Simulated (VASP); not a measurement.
Here is a VASP 6.6.1 calculation.

File INCAR:

```
PREC = Accurate
ENCUT = 520
EDIFF = 1E-6
ISMEAR = -1
SIGMA = 0.05
LREAL = F
LASPH = T
NELM = 100
ALGO = Normal
ISIF = 2
LWAVE = F
LCHARG = T
GGA = PE
LELF = T
LVHAR = T
NBANDS = 17
```

The input KPOINTS:

```
regular mesh
0
Gamma
  7 7 7
```

The input POSCAR:

```
SnSe
1.0
    0.0000000000      3.3216197609      3.3216197609
    3.3216197609      0.0000000000      3.3216197609
    3.3216197609      3.3216197609      0.0000000000
Sn Se
1 1
Direct
    0.0000000000      0.0000000000      0.0000000000
    0.7500000000      0.7500000000      0.7500000000
```

Potentials or basis: VASP PAW PBE potentials, release 64 (Sn_d, Se).

Command:

```bash
$ cat potpaw_PBE.64/Sn_d/POTCAR potpaw_PBE.64/Se/POTCAR > POTCAR
$ mpirun -np 1 vasp_std > vasp.out
```

(1) Estimate the band gap on the k mesh.

(2) Estimate the pressure.

## Answers

(1) 0.13 eV, indirect (least direct gap 0.62 eV).

(2) 2.1 GPa.

Caveat: spin-orbit coupling is left out, which moves the levels of the heavy elements.
